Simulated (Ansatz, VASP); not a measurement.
# One calculation of CuO, two programs

INCAR

```
SYSTEM = CuO
ALGO = Normal
EDIFF = 1E-6
ENCUT = 520
GGA = PS
ISIF = 2
ISMEAR = 0
ISPIN = 2
LASPH = .True.
LCHARG = .False.
LDAU = .True.
LDAUJ = 0 0
LDAUL = 2 -1
LDAUPRINT = 1
LDAUTYPE = 2
LDAUU = 7 0
LMAXMIX = 4
LORBIT = 11
LREAL = .False.
LWAVE = .False.
MAGMOM = 1 1 -1 -1 0 0 0 0
NBANDS = 48
NELM = 150
PREC = Accurate
SIGMA = 0.05
```

The input KPOINTS:

```
k-points
0
Gamma
  7 4 4
  0 0 0
```

POSCAR

```
CuO
1.0
    2.3418496200     -1.7112997200      0.0000000000
    4.6836992400      3.4225994400      0.0000000000
   -0.8500298600      0.0000000000      5.0578691900
Cu O
4 4
Direct
    0.0000000000      0.2500000000      0.0000000000
    0.5000000000      0.0000000000      0.5000000000
    0.0000000000      0.7500000000      0.0000000000
    0.5000000000      0.5000000000      0.5000000000
    0.5816000000      0.2092000000      0.2500000000
    0.4184000000      0.2908000000      0.7500000000
    0.5816000000      0.7092000000      0.2500000000
    0.4184000000      0.7908000000      0.7500000000
```

Input for Ansatz:

```yaml
crystal:
  lattice:
    - [2.34184962, -1.71129972, 0.0]
    - [4.68369924, 3.42259944, 0.0]
    - [-0.85002986, 0.0, 5.05786919]
  atoms:
    - { symbol: Cu, position: [0.0, 0.25, 0.0], spin: 1.0 }
    - { symbol: Cu, position: [0.5, 0.0, 0.5], spin: 1.0 }
    - { symbol: O, position: [0.5816, 0.2092, 0.25] }
    - { symbol: O, position: [0.4184, 0.2908, 0.75] }
    - { symbol: Cu, position: [0.0, 0.75, 0.0], spin: -1.0 }
    - { symbol: Cu, position: [0.5, 0.5, 0.5], spin: -1.0 }
    - { symbol: O, position: [0.5816, 0.7092, 0.25] }
    - { symbol: O, position: [0.4184, 0.7908, 0.75] }
basis:
  ecutwfc: 420
  ecutrho_ratio: 4
kpoints:
  mp_grid: { grid: [7, 4, 4] }
hamiltonian:
  xc: pbesol
  hubbard:
    sites:
      - { site: 0, l: d, u_eff: 7.0 }
      - { site: 1, l: d, u_eff: 7.0 }
      - { site: 4, l: d, u_eff: 7.0 }
      - { site: 5, l: d, u_eff: 7.0 }
scf:
  occupations: { method: gaussian, width: 0.05 }
output:
  forces: true
  stress: true
  eigenvalues: true
  populations: true
  hubbard:
    sites:
      - { site: 0, l: d }
      - { site: 1, l: d }
      - { site: 4, l: d }
      - { site: 5, l: d }
  write_density: true
  write_potential: true
  elf: true
  volumetric_format: npy
magnetization:
  spin_polarized: true
```

Alike in both runs: task single point; functional PBEsol; k mesh 7 × 4 × 4; occupations gaussian, width 0.05 eV; collinear spin; Hubbard terms Cu d U = 7.0 eV.

|  | VASP | Ansatz |
| --- | --- | --- |
| version | VASP 6.6.1 | Ansatz 0.2.0 |
| potentials or method | VASP PAW PBE potentials, release 64 (Cu, O), cutoff 520 eV | scalar-relativistic, plane waves, PAW |
| valence electrons in the cell | 68 | 100 |

VASP gave:

```
gap on the k mesh at the Fermi level (eV)                     : 1.39
least direct gap on the mesh (eV)                             : 1.49
pressure (GPa)                                                : -6.2
rms of the force components (eV/Å)                            : 0.085
net moment per atom (μB)                                      : 0.00
size of the moment on the site where the two differ most (μB) : 0.69
```

Task: What did Ansatz give for the same quantities?

Result: gap on the k mesh at the Fermi level (eV): 0.70; least direct gap on the mesh (eV): 0.83; pressure (GPa): 0.7; rms of the force components (eV/Å): 0.112; net moment per atom (μB): 0.00; size of the moment on the site where the two differ most (μB): 0.60.

VASP's potentials were made for PBE, not for PBEsol. Site moments also hang on the region over which each program counts them. The programs project onto different local orbitals, so the same U acts differently, and such runs can settle in different states. VASP's potentials hold 68 valence electrons a cell and Ansatz's 100, so a difference there can come from the potentials and not from the codes.
